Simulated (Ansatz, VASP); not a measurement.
Two plane-wave programs on WC

INCAR

```
ALGO = Normal
EDIFF = 1E-6
ENCUT = 600
GGA = CA
GGA_COMPAT = False
ISIF = 2
ISMEAR = 0
LASPH = True
LCHARG = False
LREAL = False
LWAVE = False
NBANDS = 16
NELM = 120
PREC = Accurate
SIGMA = 0.15
```

File KPOINTS:

```
k-points
0
Gamma
  18 18 18
```

Contents of POSCAR:

```
WC
1.0
    0.0000000000      2.3023182000      2.1926840000
    2.3023182000      0.0000000000      2.1926840000
    2.3023182000      2.3023182000      0.0000000000
W C
1 1
Direct
    0.0000000000      0.0000000000      0.0000000000
    0.5000000000      0.5000000000      0.5000000000
```

Input for Ansatz:

```yaml
crystal:
  lattice:
    - [0.0, 2.3023182, 2.192684]
    - [2.3023182, 0.0, 2.192684]
    - [2.3023182, 2.3023182, 0.0]
  atoms:
    - { symbol: W, position: [0.0, 0.0, 0.0] }
    - { symbol: C, position: [0.5, 0.5, 0.5] }
basis:
  ecutwfc: 420
kpoints:
  mp_grid: { grid: [18, 18, 18] }
hamiltonian:
  xc: lda
scf:
  occupations: { method: gaussian, width: 0.15 }
output:
  forces: true
  stress: true
  eigenvalues: true
```

Change from the starting cell: strain +0.050 along x and y, +0.000 along z, atoms carried along.

Alike in both runs: task single point; functional LDA; k mesh 18 × 18 × 18; occupations gaussian, width 0.15 eV; no spin polarisation.

|  | VASP | Ansatz |
| --- | --- | --- |
| version | VASP 6.6.1 | Ansatz 0.2.0 |
| potentials or method | VASP PAW LDA potentials, release 64 (W_sv, C), cutoff 600 eV | scalar-relativistic, plane waves, PAW |
| valence electrons in the cell | 18 | 18 |

VASP gave:

| Item | Value |
| --- | --- |
| gap on the k mesh at the Fermi level (eV) | none |
| pressure (GPa) | -39.1 |
| traceless stress, the component that is largest in VASP (GPa) | 11.06 |

Q: Which values does Ansatz return?

A: gap on the k mesh at the Fermi level (eV): none; pressure (GPa): -40.5; traceless stress, the component that is largest in VASP (GPa): 10.82.

LDA's correlation is that of Perdew and Zunger in VASP and of Perdew and Wang (1992) in Ansatz. A gap of «none» marks a metal or a gap that the smearing closes. Both programs put the cell under strong tension, so it lies far from rest at this level.

Neither program's run includes spin-orbit coupling. Noted on VASP's run: the cell as given lies far from equilibrium.
